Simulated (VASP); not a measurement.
# Al in VASP: a series of runs, part 2 of 2

VASP 6.6.1. Earlier steps stand in the parts before.

**3. Single point, r2SCAN**

POSCAR

```
Al
1.0
    2.8221979706      0.0000000000      0.0000000000
   -1.4110989853      2.4440951371      0.0000000000
    0.0000000000      0.0000000000     31.2086038337
Al
8
Direct
    0.3333333333      0.6666666667      0.2394216974
    0.0000000000      0.0000000000      0.3142003937
    0.6666666667      0.3333333333      0.3887505969
    0.0000000000      0.0000000000      0.4630052446
    0.3333333333      0.6666666667      0.5366550585
    0.0000000000      0.0000000000      0.6110214171
    0.6666666667      0.3333333333      0.6856518812
    0.0000000000      0.0000000000      0.7612937106
```

INCAR.step1

```
PREC     = Accurate       # precision mode
ENCUT    = 520            # plane-wave cutoff, eV
ISMEAR   = 0              # smearing method
SIGMA    = 0.1            # smearing width, eV
LREAL    = F              # projectors in reciprocal space
LASPH    = T              # aspherical terms in the spheres
NELM     = 80             # most SCF steps
LDIPOL   = T            
IDIPOL   = 3            
DIPOL    = 0.5 0.5 0.500
NBANDS   = 22             # bands
GGA      = PE             # functional
ALGO     = Normal         # electronic algorithm
EDIFF    = 1E-4           # SCF threshold, eV
LWAVE    = T              # write WAVECAR
LCHARG   = F              # write CHGCAR
```

INCAR.step2

```
PREC     = Accurate       # precision mode
ENCUT    = 520            # plane-wave cutoff, eV
EDIFF    = 1E-7           # SCF threshold, eV
ISMEAR   = 0              # smearing method
SIGMA    = 0.1            # smearing width, eV
LREAL    = F              # projectors in reciprocal space
LASPH    = T              # aspherical terms in the spheres
NELM     = 80             # most SCF steps
ALGO     = Normal         # electronic algorithm
ISIF     = 2              # what is computed and relaxed
LWAVE    = F              # write WAVECAR
LCHARG   = F              # write CHGCAR
LDIPOL   = T            
IDIPOL   = 3            
DIPOL    = 0.5 0.5 0.500
METAGGA  = R2SCAN         # meta-GGA
LMIXTAU  = T            
NBANDS   = 22             # bands
ISTART   = 1
```

KPOINTS

```
Automatic mesh
0
Gamma
  12 12 1
```

Potentials or basis: VASP PAW PBE potentials, release 64 (Al).

Launch:

```sh
> cat potpaw_PBE.64/Al/POTCAR > POTCAR
> cp INCAR.step1 INCAR
> mpirun -np 1 vasp_std > vasp.out
> cp INCAR.step2 INCAR
> mpirun -np 1 vasp_std > vasp.out
```

OUTCAR:

```text
PREC = Accurate
   ENCUT = 520
   EDIFF = 1E-7
   ISMEAR = 0
   LREAL = F
   LASPH = T
   NELM = 80
   ISIF = 2
   METAGGA = R2SCAN
   ISTART = 1

 ion  position               nearest neighbor table
   1  0.333  0.667  0.239-   2 2.85   2 2.85   2 2.85
   2  0.000  0.000  0.314-   3 2.84   3 2.84   3 2.84   1 2.85   1 2.85   1 2.85
   3  0.667  0.333  0.389-   4 2.83   4 2.83   4 2.83   2 2.84   2 2.84   2 2.84
   4  0.000  0.000  0.463-   5 2.82   5 2.82   5 2.82   3 2.83   3 2.83   3 2.83
   5  0.333  0.667  0.537-   4 2.82   4 2.82   4 2.82   6 2.84   6 2.84   6 2.84
   6  0.000  0.000  0.611-   5 2.84   5 2.84   5 2.84   7 2.84   7 2.84   7 2.84
   7  0.667  0.333  0.686-   6 2.84   6 2.84   6 2.84   8 2.87   8 2.87   8 2.87
   8  0.000  0.000  0.761-   7 2.87   7 2.87   7 2.87

  LATTYP: Found a hexagonal cell.
 ALAT       =     2.8221979706
 C/A-ratio  =    11.0582617374

  Lattice vectors:

 A1 = (   2.8221979706,   0.0000000000,   0.0000000000)
 A2 = (  -1.4110989853,   2.4440951371,   0.0000000000)
 A3 = (   0.0000000000,   0.0000000000,  31.2086038337)

Analysis of symmetry for initial positions (statically):
=====================================================================
 Subroutine PRICEL returns:
 Original cell was already a primitive cell.

 Routine SETGRP: Setting up the symmetry group for a
 hexagonal supercell.

 Subroutine GETGRP returns: Found  6 space group operations
 (whereof  6 operations were pure point group operations)
 out of a pool of 24 trial point group operations.

The static configuration has the point symmetry C_3v.

Analysis of symmetry for dynamics (positions and initial velocities):
=====================================================================
 Subroutine PRICEL returns:
 Original cell was already a primitive cell.

 Routine SETGRP: Setting up the symmetry group for a
 hexagonal supercell.

[... 140 lines left out ...]
   LRPA    =     F    only Hartree local field effects (RPA)
 non-spin polarized calculation
 Gauss-broadening in eV      SIGMA  =   0.10
  energy-cutoff  :      520.00
  volume of cell :      215.27
 maximum number of plane-waves:      5852
 NGX is ok and might be reduce to    24
   NGX = 11   NGY = 11   NGZ =117

 dipolmoment           0.000000      0.000000      0.000369 electrons x Angstroem

 number of electron      24.0000000 magnetization

 dipolmoment           0.000000      0.000000     -0.001322 electrons x Angstroem

 Free energy of the ion-electron system (eV)
  ---------------------------------------------------
  ext. energy  EPLUGINS =         0.00000000
  ---------------------------------------------------
  free energy    TOTEN  =       -53.01934015 eV

  energy without entropy =      -53.00874066  energy(sigma->0) =      -53.01404040

 E-fermi :   3.2570     XC(G=0):  -7.1121

 val. band max:        3.2217215778   @ k =   0.4167   0.0833   0.0000
 cond. band min:       3.2692461037   @ k =   0.4167   0.0000   0.0000
 fundamental gap:      0.0475245259
 Fermi energy:         3.2569521008

 k-point     1 :       0.0000    0.0000    0.0000
  band No.  band energies     occupation
      1      -8.6118      2.00000
      2      -8.2817      2.00000
      3      -7.7774      2.00000
      4      -7.0610      2.00000
      5      -6.1792      2.00000
      6      -5.1036      2.00000
[... 464 lines left out ...]
     21       5.0669      0.00000
     22       6.1468      0.00000

------------------------ aborting loop because EDIFF is reached ----------------------------------------

 vacuum level on the upper side and lower side of the slab       (xc-potential included)        -0.023         0.006

  FORCE on cell =-STRESS in cart. coord.  units (eV):
  Direction    XX          YY          ZZ          XY          YZ          ZX
  --------------------------------------------------------------------------------------
  -------------------------------------------------------------------------------------
  Total       -1.8789527     -1.8789527     -0.1792901     -0.0000000      0.0000000      0.0000000
  in kB      -13.9844861    -13.9844861     -1.3344032     -0.0000000      0.0000000      0.0000000
  external PRESSURE =      -9.7677918 kB  Pullay stress =       0.0000000 kB

 VOLUME and BASIS-vectors are now :
 -----------------------------------------------------------------------------
  energy-cutoff  :      520.00
  volume of cell :      215.27
      direct lattice vectors                 reciprocal lattice vectors
     2.822197971  0.000000000  0.000000000     0.354333753  0.204574688  0.000000000
    -1.411098985  2.444095137  0.000000000     0.000000000  0.409149376  0.000000000
     0.000000000  0.000000000 31.208603834     0.000000000  0.000000000  0.032042446

 POSITION                                       TOTAL-FORCE (eV/Angst)
 -----------------------------------------------------------------------------------
     -0.00000      1.62940      7.47202         0.000000     -0.000000      0.009922
      0.00000      0.00000      9.80576         0.000000     -0.000000      0.002974
      1.41110      0.81470     12.13236        -0.000000     -0.000000      0.001583
      0.00000      0.00000     14.44975         0.000000     -0.000000     -0.003372
     -0.00000      1.62940     16.74826        -0.000000     -0.000000      0.002277
      0.00000      0.00000     19.06913        -0.000000      0.000000     -0.002193
      1.41110      0.81470     21.39824        -0.000000      0.000000     -0.004153
      0.00000      0.00000     23.75891         0.000000     -0.000000     -0.007038
 -----------------------------------------------------------------------------------
    total drift:                               -0.000000     -0.000000     -0.000226

  FREE ENERGIE OF THE ION-ELECTRON SYSTEM (eV)
  ---------------------------------------------------
  free  energy   TOTEN  =       -53.0193401460 eV

  energy  without entropy=      -53.0087406597  energy(sigma->0) =      -53.01404040

 vacuum level on the upper side and lower side of the slab         7.400         7.432
```

OSZICAR.step1:

```text
N       E                     dE             d eps       ncg     rms          rms(c)
DAV:   1     0.481587394394E+02    0.48159E+02   -0.80583E+03   844   0.825E+02
DAV:   2    -0.261824960124E+02   -0.74341E+02   -0.70534E+02  1106   0.129E+02
DAV:   3    -0.298889073724E+02   -0.37064E+01   -0.35859E+01  1170   0.262E+01
DAV:   4    -0.300297957173E+02   -0.14089E+00   -0.14071E+00  1274   0.592E+00
DAV:   5    -0.300339725493E+02   -0.41768E-02   -0.41765E-02  1264   0.945E-01    0.410E+00
DAV:   6    -0.320779568259E+02   -0.20440E+01   -0.25847E+01  1204   0.157E+01    0.451E+00
DAV:   7    -0.296173458383E+02    0.24606E+01   -0.26183E+01  1230   0.154E+01    0.246E+00
DAV:   8    -0.344949120087E+02   -0.48776E+01   -0.52922E+01  1336   0.220E+01    0.526E+00
DAV:   9    -0.291829405796E+02    0.53120E+01   -0.34723E+01  1350   0.157E+01    0.780E-01
DAV:  10    -0.291931530040E+02   -0.10212E-01   -0.91869E-01  1020   0.292E+00    0.480E-01
DAV:  11    -0.291839419151E+02    0.92111E-02   -0.18574E-01  1120   0.139E+00    0.318E-01
DAV:  12    -0.291828496831E+02    0.10922E-02   -0.12042E-02  1030   0.462E-01    0.196E-01
DAV:  13    -0.291817211589E+02    0.11285E-02   -0.12223E-02  1082   0.339E-01    0.120E-01
DAV:  14    -0.291801326824E+02    0.15885E-02   -0.19806E-02  1116   0.394E-01    0.632E-02
DAV:  15    -0.291798113289E+02    0.32135E-03   -0.44717E-03  1056   0.192E-01    0.337E-02
DAV:  16    -0.291798530678E+02   -0.41739E-04   -0.72656E-04   930   0.911E-02
   1 F= -.29179853E+02 E0= -.29174759E+02  d E =-.101882E-01
```

It took 28 min on 1 thread of AMD EPYC 7R13 (Zen 3), shared host; peak memory 0.38 GiB.

What came out:

```
Free energy            : -53.0193 eV
Largest force          : 0.010 eV/Å
Band gap on the k mesh : zero (band 12 reaches 5.69 eV, above the bottom of band 13 at 2.26 eV)
```

Forces in eV/Å, atoms in the order of the input:
```
Al   0.000  0.000  0.010
Al   0.000  0.000  0.003
Al   0.000  0.000  0.002
Al   0.000  0.000 -0.003
Al   0.000  0.000  0.002
Al   0.000  0.000 -0.002
Al   0.000  0.000 -0.004
Al   0.000  0.000 -0.007
```

Levels at points of the mesh, in eV from the Fermi level:
| k point | band 9 | band 10 | band 11 | band 12 | band 13 | band 14 |
| --- | --- | --- | --- | --- | --- | --- |
| (0.00, 0.00, 0.00) | -4.34 | -2.52 | -0.76 | 1.04 | 2.70 | 3.92 |
| (0.50, 0.00, 0.00) | -2.98 | -2.90 | -2.18 | -1.79 | -0.77 | -0.59 |

Caveat: the PAW data sets were made with another functional, which shifts forces and pressure a little.
